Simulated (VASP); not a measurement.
# BaZrO3 (Pm-3m) in VASP: notebook

BaZrO3 is run at these levels: r2SCAN; tasks: single point.

All numbers are computed with VASP 6.6.1; they aren't measurements. Logs are shortened: lines on timing, memory, paths and dates and some standing lists are left out, and cuts for length are marked.

### 1 The cell of the first run

The structure is cubic, space group Pm-3m (No. 221). Conventional cell: a = 4.205 Å, b = 4.205 Å, c = 4.205 Å, α = 90.00°, β = 90.00°, γ = 90.00°. Within 3.9 Å of Ba (site symmetry m-3m) lie 12 O at 2.97 Å and 8 Zr at 3.64 Å. Within 2.8 Å of Zr (site symmetry m-3m) lie 6 O at 2.10 Å. Within 2.8 Å of O (site symmetry 4/mmm) lie 2 Zr at 2.10 Å.

### 2 Single point, r2SCAN

File POSCAR:

```
BaZrO3
1.0
    4.2051759568      0.0000000000      0.0000000000
    0.0000000000      4.2051759568      0.0000000000
    0.0000000000      0.0000000000      4.2051759568
Ba Zr O
1 1 3
Direct
    0.0000000000      0.0000000000      0.0000000000
    0.5000000000      0.5000000000      0.5000000000
    0.0000000000      0.5000000000      0.5000000000
    0.5000000000      0.0000000000      0.5000000000
    0.5000000000      0.5000000000      0.0000000000
```

File INCAR.step1:

```
PREC     = Accurate       # precision mode
ENCUT    = 520            # plane-wave cutoff, eV
ISMEAR   = 0              # smearing method
SIGMA    = 0.02           # smearing width, eV
LREAL    = F              # projectors in reciprocal space
LASPH    = T              # aspherical terms in the spheres
NELM     = 100            # most SCF steps
NBANDS   = 28             # bands
GGA      = PE             # functional
ALGO     = Normal         # electronic algorithm
EDIFF    = 1E-4           # SCF threshold, eV
LWAVE    = T              # write WAVECAR
LCHARG   = F              # write CHGCAR
```

File INCAR.step2:

```
PREC     = Accurate       # precision mode
ENCUT    = 520            # plane-wave cutoff, eV
EDIFF    = 1E-6           # SCF threshold, eV
ISMEAR   = 0              # smearing method
SIGMA    = 0.02           # smearing width, eV
LREAL    = F              # projectors in reciprocal space
LASPH    = T              # aspherical terms in the spheres
NELM     = 100            # most SCF steps
ALGO     = Normal         # electronic algorithm
ISIF     = 2              # what is computed and relaxed
LWAVE    = F              # write WAVECAR
LCHARG   = F              # write CHGCAR
METAGGA  = R2SCAN         # meta-GGA
LMIXTAU  = T            
NBANDS   = 28             # bands
ISTART   = 1
```

File KPOINTS:

```
regular mesh
0
Gamma
  6 6 6
```

Potentials or basis: VASP PAW PBE potentials, release 64 (Ba_sv, Zr_sv, O).

Started as:

```console
cat potpaw_PBE.64/Ba_sv/POTCAR potpaw_PBE.64/Zr_sv/POTCAR potpaw_PBE.64/O/POTCAR > POTCAR
cp INCAR.step1 INCAR
mpirun -np 1 vasp_std > vasp.out
cp INCAR.step2 INCAR
mpirun -np 1 vasp_std > vasp.out
```

OUTCAR:

```text
PREC = Accurate
   ENCUT = 520
   EDIFF = 1E-6
   ISMEAR = 0
   LREAL = F
   LASPH = T
   NELM = 100
   ISIF = 2
   METAGGA = R2SCAN
   ISTART = 1

 ion  position               nearest neighbor table
   1  0.000  0.000  0.000-   3 2.97   4 2.97   5 2.97   3 2.97   4 2.97   3 2.97   5 2.97   3 2.97
                             4 2.97   5 2.97   4 2.97   5 2.97   2 3.64   2 3.64   2 3.64   2 3.64
   2  0.500  0.500  0.500-   3 2.10   4 2.10   5 2.10   5 2.10   4 2.10   3 2.10   1 3.64   1 3.64
                             1 3.64   1 3.64   1 3.64   1 3.64   1 3.64   1 3.64
   3  0.000  0.500  0.500-   2 2.10   2 2.10   1 2.97   1 2.97   1 2.97   1 2.97
   4  0.500  0.000  0.500-   2 2.10   2 2.10   1 2.97   1 2.97   1 2.97   1 2.97
   5  0.500  0.500  0.000-   2 2.10   2 2.10   1 2.97   1 2.97   1 2.97   1 2.97

  LATTYP: Found a simple cubic cell.
 ALAT       =     4.2051759568

  Lattice vectors:

 A1 = (   4.2051759568,   0.0000000000,   0.0000000000)
 A2 = (   0.0000000000,   4.2051759568,   0.0000000000)
 A3 = (   0.0000000000,   0.0000000000,   4.2051759568)

Analysis of symmetry for initial positions (statically):
=====================================================================
 Subroutine PRICEL returns:
 Original cell was already a primitive cell.

 Routine SETGRP: Setting up the symmetry group for a
 simple cubic supercell.

 Subroutine GETGRP returns: Found 48 space group operations
 (whereof 48 operations were pure point group operations)
 out of a pool of 48 trial point group operations.

The static configuration has the point symmetry O_h .

Analysis of symmetry for dynamics (positions and initial velocities):
=====================================================================
 Subroutine PRICEL returns:
 Original cell was already a primitive cell.

 Routine SETGRP: Setting up the symmetry group for a
 simple cubic supercell.

 Subroutine GETGRP returns: Found 48 space group operations
 (whereof 48 operations were pure point group operations)
 out of a pool of 48 trial point group operations.

The dynamic configuration has the point symmetry O_h .

 Subroutine INISYM returns: Found 48 space group operations
 (whereof 48 operations are pure point group operations),
 and found     1 'primitive' translations

----------------------------------------------------------------------------------------

                                     Primitive cell

  volume of cell :      74.3622

  direct lattice vectors                    reciprocal lattice vectors
     4.205175957  0.000000000  0.000000000     0.237802178  0.000000000  0.000000000
     0.000000000  4.205175957  0.000000000     0.000000000  0.237802178  0.000000000
     0.000000000  0.000000000  4.205175957     0.000000000  0.000000000  0.237802178

  length of vectors
     4.205175957  4.205175957  4.205175957     0.237802178  0.237802178  0.237802178

  position of ions in fractional coordinates (direct lattice)
     0.000000000  0.000000000  0.000000000
     0.500000000  0.500000000  0.500000000
     0.000000000  0.500000000  0.500000000
     0.500000000  0.000000000  0.500000000
     0.500000000  0.500000000  0.000000000

  ion indices of the primitive-cell ions
   primitive index   ion index
                 1           1
                 2           2
                 3           3
                 4           4
                 5           5

----------------------------------------------------------------------------------------

 KPOINTS: regular mesh

Automatic generation of k-mesh.
 Grid dimensions read from file:
 generate k-points for:    6    6    6

 Generating k-lattice:

  Cartesian coordinates                     Fractional coordinates (reciprocal lattice)
     0.039633696  0.000000000  0.000000000     0.166666667  0.000000000  0.000000000
     0.000000000  0.039633696  0.000000000     0.000000000  0.166666667  0.000000000
     0.000000000  0.000000000  0.039633696     0.000000000  0.000000000  0.166666667

  Length of vectors
     0.039633696  0.039633696  0.039633696

  Shift w.r.t. Gamma in fractional coordinates (k-lattice)
     0.000000000  0.000000000  0.000000000

 Subroutine IBZKPT returns following result:
 ===========================================

 Found     20 irreducible k-points:

 Following reciprocal coordinates:
            Coordinates               Weight
  0.000000  0.000000  0.000000      1.000000
  0.166667  0.000000  0.000000      6.000000
  0.333333  0.000000  0.000000      6.000000
  0.500000  0.000000  0.000000      3.000000
  0.166667  0.166667  0.000000     12.000000
  0.333333  0.166667  0.000000     24.000000
[... 12 lines left out ...]
  0.500000  0.500000  0.333333      6.000000
  0.500000  0.500000  0.500000      1.000000
   k-points           NKPTS =     20   k-points in BZ     NKDIM =     20   number of bands    NBANDS=     28
   number of dos      NEDOS =    301   number of ions     NIONS =      5
   total plane-waves  NPLWV =  32768
   dimension x,y,z NGX =    32 NGY =   32 NGZ =   32
   dimension x,y,z NGXF=    64 NGYF=   64 NGZF=   64
   ions per type =               1   1   3
   NGX,Y,Z   is equivalent  to a cutoff of  12.65, 12.65, 12.65 a.u.
   NGXF,Y,Z  is equivalent  to a cutoff of  25.30, 25.30, 25.30 a.u.
 SYSTEM =  unknown system
   PREC   = accura    normal or accurate (medium, high low for compatibility)
   ISTART =      1    job   : 0-new  1-cont  2-samecut
   ICHARG =      0    charge: 1-file 2-atom 10-const
   ISPIN  =      1    spin polarized calculation?
   LNONCOLLINEAR =      F non collinear calculations
   LSORBIT =      F    spin-orbit coupling
   LASPH  =      T    aspherical Exc in radial PAW
   ENCUT  =  520.0 eV  38.22 Ry    6.18 a.u.   7.82  7.82  7.82*2*pi/ulx,y,z
   NELM   =    100;   NELMIN=  2; NELMDL=  0     # of ELM steps
   EDIFF  = 0.1E-05   stopping-criterion for ELM
   LREAL  =      F    real-space projection
   EDIFFG = 0.1E-04   stopping-criterion for IOM
   NSW    =      0    number of steps for IOM
   IBRION =     -1    ionic relax: 0-MD 1-quasi-New 2-CG
   NFREE  =      0    steps in history (QN), initial steepest desc. (CG)
   ISIF   =      2    stress and relaxation
   ISYM   =      2    0-nonsym 1-usesym 2-fastsym
   POTIM  = 0.5000    time-step for ionic-motion
   TEBEG  =    0.0;   TEEND  =   0.0 temperature during run
   PSTRESS=    0.0 pullay stress
   NELECT =      40.0000    total number of electrons
   NUPDOWN=      -1.0000    fix difference up-down
   EMIN   =  10.00;   EMAX   =-10.00  energy-range for DOS
   EFERMI =   0.00;   METHOD = LEGACY
   ISMEAR =     0;   SIGMA  =   0.02  broadening in eV -4-tet -1-fermi 0-gaus
   EFERMI_NEDOS =   21; number of points for ismear=-14 and -15
   IALGO  =     38    algorithm
   IMIX   =      4    mixing-type and parameters
     AMIX     =   0.40;   BMIX     =  1.00
     AMIX_MAG =   1.60;   BMIX_MAG =  1.00
  volume/ion in A,a.u.               =      14.87       100.36
  Fermi-wavevector in a.u.,A,eV,Ry     =   1.331406  2.515993 24.118274  1.772643
  Thomas-Fermi vector in A             =   2.460420
   LORBIT       =      0    0 simple, 1 ext, 2 COOP (PROOUT), +10 PAW based schemes
   METAGGA = R2SCAN    functional components
   LHFCALC =     F    Hartree Fock is set to
   AEXX    =    0.0000 exact exchange contribution
   IVDW    =     0    specifies the selected vdW correction
   LEPSILON=     F    determine dielectric tensor
   LRPA    =     F    only Hartree local field effects (RPA)
 non-spin polarized calculation
 Gauss-broadening in eV      SIGMA  =   0.02
  energy-cutoff  :      520.00
  volume of cell :       74.36
 maximum number of plane-waves:      2016
 NGX is ok and might be reduce to    32
   NGX = 15   NGY = 15   NGZ = 15

 number of electron      39.9999994 magnetization

 Free energy of the ion-electron system (eV)
  ---------------------------------------------------
  ext. energy  EPLUGINS =         0.00000000
  ---------------------------------------------------
  free energy    TOTEN  =       -85.10553592 eV

  energy without entropy =      -85.10553592  energy(sigma->0) =      -85.10553592

 E-fermi :   3.5590     XC(G=0): -11.3370

 val. band max:        3.4148483789   @ k =   0.5000   0.5000   0.5000
 cond. band min:       7.0933793359   @ k =   0.0000   0.0000   0.0000
 fundamental gap:      3.6785309570
 Fermi energy:         3.5589852425

 k-point     1 :       0.0000    0.0000    0.0000
  band No.  band energies     occupation
      1     -45.1599      2.00000
      2     -22.6136      2.00000
      3     -22.5896      2.00000
      4     -22.5896      2.00000
      5     -22.5896      2.00000
      6     -13.9110      2.00000
[... 20 lines left out ...]
     27      11.2834      0.00000
     28      11.2834      0.00000

 k-point     2 :       0.1667    0.0000    0.0000
  band No.  band energies     occupation
      1     -45.1590      2.00000
      2     -22.7499      2.00000
      3     -22.5879      2.00000
      4     -22.5879      2.00000
      5     -22.5083      2.00000
      6     -13.9146      2.00000
[... 20 lines left out ...]
     27      11.2848      0.00000
     28      12.1713      0.00000

 k-point     3 :       0.3333    0.0000    0.0000
  band No.  band energies     occupation
      1     -45.1572      2.00000
      2     -22.9088      2.00000
      3     -22.5846      2.00000
      4     -22.5846      2.00000
      5     -22.4533      2.00000
      6     -14.0106      2.00000
[... 20 lines left out ...]
     27      11.6085      0.00000
     28      11.9548      0.00000

 k-point     4 :       0.5000    0.0000    0.0000
  band No.  band energies     occupation
      1     -45.1563      2.00000
      2     -22.9782      2.00000
      3     -22.5829      2.00000
      4     -22.5829      2.00000
      5     -22.4328      2.00000
      6     -14.0649      2.00000
[... 20 lines left out ...]
     27      11.3258      0.00000
     28      12.5492      0.00000

 k-point     5 :       0.1667    0.1667    0.0000
  band No.  band energies     occupation
      1     -45.1581      2.00000
      2     -22.7694      2.00000
      3     -22.6592      2.00000
      4     -22.5863      2.00000
      5     -22.4734      2.00000
      6     -13.8645      2.00000
[... 20 lines left out ...]
     27      11.7533      0.00000
     28      12.1210      0.00000

 k-point     6 :       0.3333    0.1667    0.0000
  band No.  band energies     occupation
      1     -45.1563      2.00000
      2     -22.8870      2.00000
      3     -22.6665      2.00000
      4     -22.5830      2.00000
      5     -22.4539      2.00000
      6     -13.9026      2.00000
[... 339 lines left out ...]
      5     -22.4860      2.00000
      6     -13.1225      2.00000
[... 20 lines left out ...]
     27      12.2575      0.00000
     28      12.2575      0.00000

 k-point    18 :       0.5000    0.3333    0.3333
  band No.  band energies     occupation
      1     -45.1510      2.00000
      2     -22.8611      2.00000
      3     -22.7862      2.00000
      4     -22.7843      2.00000
      5     -22.4927      2.00000
      6     -13.0708      2.00000
[... 20 lines left out ...]
     27      12.2120      0.00000
     28      12.9023      0.00000

 k-point    19 :       0.5000    0.5000    0.3333
  band No.  band energies     occupation
      1     -45.1501      2.00000
      2     -22.8502      2.00000
      3     -22.8502      2.00000
      4     -22.7831      2.00000
      5     -22.4930      2.00000
      6     -12.9877      2.00000
[... 20 lines left out ...]
     27      12.4765      0.00000
     28      13.2154      0.00000

 k-point    20 :       0.5000    0.5000    0.5000
  band No.  band energies     occupation
      1     -45.1492      2.00000
      2     -22.8479      2.00000
      3     -22.8479      2.00000
      4     -22.8479      2.00000
      5     -22.4842      2.00000
      6     -12.7045      2.00000
[... 20 lines left out ...]
     27      13.0931      0.00000
     28      13.0931      0.00000

------------------------ aborting loop because EDIFF is reached ----------------------------------------

  FORCE on cell =-STRESS in cart. coord.  units (eV):
  Direction    XX          YY          ZZ          XY          YZ          ZX
  --------------------------------------------------------------------------------------
  -------------------------------------------------------------------------------------
  Total        0.4695547      0.4695547      0.4695547      0.0000000      0.0000000      0.0000000
  in kB       10.1168260     10.1168260     10.1168260      0.0000000      0.0000000      0.0000000
  external PRESSURE =      10.1168260 kB  Pullay stress =       0.0000000 kB

 VOLUME and BASIS-vectors are now :
 -----------------------------------------------------------------------------
  energy-cutoff  :      520.00
  volume of cell :       74.36
      direct lattice vectors                 reciprocal lattice vectors
     4.205175957  0.000000000  0.000000000     0.237802178  0.000000000  0.000000000
     0.000000000  4.205175957  0.000000000     0.000000000  0.237802178  0.000000000
     0.000000000  0.000000000  4.205175957     0.000000000  0.000000000  0.237802178

 POSITION                                       TOTAL-FORCE (eV/Angst)
 -----------------------------------------------------------------------------------
      0.00000      0.00000      0.00000         0.000000      0.000000      0.000000
      2.10259      2.10259      2.10259         0.000000      0.000000      0.000000
      0.00000      2.10259      2.10259         0.000000      0.000000      0.000000
      2.10259      0.00000      2.10259         0.000000      0.000000      0.000000
      2.10259      2.10259      0.00000         0.000000      0.000000      0.000000
 -----------------------------------------------------------------------------------
    total drift:                                0.000000     -0.000000     -0.000000

  FREE ENERGIE OF THE ION-ELECTRON SYSTEM (eV)
  ---------------------------------------------------
  free  energy   TOTEN  =       -85.1055359196 eV

  energy  without entropy=      -85.1055359196  energy(sigma->0) =      -85.10553592
```

It took 94 s on 1 thread of Intel Xeon 6975P-C, shared host; peak memory 0.21 GiB.

What came out:

```
Free energy            : -85.1055 eV
Pressure               : 1.0 GPa
Band gap on the k mesh : 3.68 eV, indirect (least direct gap 3.93 eV)
```

Caveat: the PAW data sets were made with another functional, which shifts forces and pressure a little; spin-orbit coupling is left out, which moves the levels of the heavy elements.

### 3 Single point, r2SCAN

POSCAR is that of step 2.

File INCAR.step1:

```
SYSTEM = BaZrO3
ALGO = Normal
EDIFF = 1E-4
ENCUT = 520
GGA = PE
ISMEAR = 0
LASPH = .True.
LCHARG = .False.
LREAL = .False.
LWAVE = .True.
NBANDS = 28
NELM = 60
PREC = Accurate
SIGMA = 0.02
```

File INCAR.step2:

```
SYSTEM = BaZrO3
ALGO = Normal
EDIFF = 1E-7
ENCUT = 520
ISIF = 2
ISMEAR = 0
ISTART = 1
LASPH = .True.
LCHARG = .True.
LELF = .True.
LMIXTAU = .True.
LREAL = .False.
LVHAR = .True.
LWAVE = .False.
METAGGA = R2SCAN
NBANDS = 28
NELM = 60
PREC = Accurate
SIGMA = 0.02
```

File KPOINTS:

```
k-points
0
Gamma
  6 6 6
  0 0 0
```

Potentials or basis: VASP PAW PBE potentials, release 64 (Ba_sv, Zr_sv, O).

Started as:

```console
cat potpaw_PBE.64/Ba_sv/POTCAR potpaw_PBE.64/Zr_sv/POTCAR potpaw_PBE.64/O/POTCAR > POTCAR
cp INCAR.step1 INCAR
mpirun -np 1 vasp_std > vasp.out
cp INCAR.step2 INCAR
mpirun -np 1 vasp_std > vasp.out
```

It took 94 s on 1 thread of Intel Xeon 6975P-C, shared host; peak memory 0.21 GiB.

Results (log left out):

- Free energy: -85.1055 eV
- Pressure: 1.0 GPa
- Band gap on the k mesh: 3.68 eV, indirect (least direct gap 3.93 eV)

Levels at points of the mesh, in eV from the valence-band top:
```tsv
k point	band 18	band 19	band 20	band 21	band 22	band 23
(0.00, 0.00, 0.00)	-0.25	-0.25	-0.25	3.68	3.68	3.68
(0.50, 0.00, 0.00)	-1.66	-0.50	-0.50	4.11	6.16	6.16
(0.50, 0.50, 0.00)	-0.94	-0.85	-0.07	6.13	6.13	6.93
(0.50, 0.50, 0.50)	0.00	0.00	0.00	6.58	6.58	6.58
```

Caveat: the PAW data sets were made with another functional, which shifts forces and pressure a little; spin-orbit coupling is left out, which moves the levels of the heavy elements.
